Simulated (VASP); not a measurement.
Crystal: Mg3CdSe4.

```
CELL_PARAMETERS angstrom
4.05090 0.00000 0.00000
0.00000 4.05090 0.00000
0.00000 0.00000 11.45768
ATOMIC_POSITIONS crystal
Mg 0.00000 0.00000 0.75000
Mg 0.50000 0.50000 0.00000
Mg 0.00000 0.00000 0.25000
Cd 0.50000 0.50000 0.50000
Se 0.50000 0.00000 0.12500
Se 0.00000 0.50000 0.37500
Se 0.50000 0.00000 0.62500
Se 0.00000 0.50000 0.87500
```

- Program: VASP 6.6.1
- Task: relaxation of cell and atoms
- Functional: PBE
- Potentials or basis: VASP PAW PBE potentials, release 64 (Mg, Cd, Se)
- Cutoff: 600 eV
- k mesh: 4 × 4 × 2
- Occupations: gaussian, width 0.1 eV
- Spin: no spin polarisation

At the start: pressure 10.8 GPa; volume 23.50 Å³/atom.

Q: How do energy, volume and symmetry change on relaxing?

A: Over 10 steps the energy falls by 132.1 meV/atom and the volume is 27.63 Å³/atom (+17.6 %); space group P-4m2 (No. 115, to 0.1 Å) before and after.

The path:
```
step  energy change (eV)  largest force (eV/Å)  pressure (GPa)  volume (Å³)
   1              0.0000                1.1155           10.81       188.02
   2             -0.9392                0.1609           -2.29       234.55
   3             -1.0316                0.2677           -0.03       221.77
   4             -1.0315                0.2567           -0.18       222.49
   5             -1.0391                0.1800           -0.13       222.15
   6             -1.0495                0.1252            0.02       221.15
   7             -1.0530                0.0819            0.00       221.18
   8             -1.0554                0.0667           -0.02       221.25
   9             -1.0555                0.0656           -0.02       221.24
  10             -1.0565                0.0151            0.01       221.05
```

Final structure:
```
CELL_PARAMETERS angstrom
4.29481 0.00000 0.00000
0.00000 4.29481 0.00000
0.00000 0.00000 11.98384
ATOMIC_POSITIONS crystal
Mg 0.00000 0.00000 0.75491
Mg 0.50000 0.50000 0.00000
Mg 0.00000 0.00000 0.24509
Cd 0.50000 0.50000 0.50000
Se 0.50000 0.00000 0.12251
Se 0.00000 0.50000 0.36655
Se 0.50000 0.00000 0.63345
Se 0.00000 0.50000 0.87749
```

Caveat: the volume moved by over 15 % at a fixed basis, so the end points are rough.
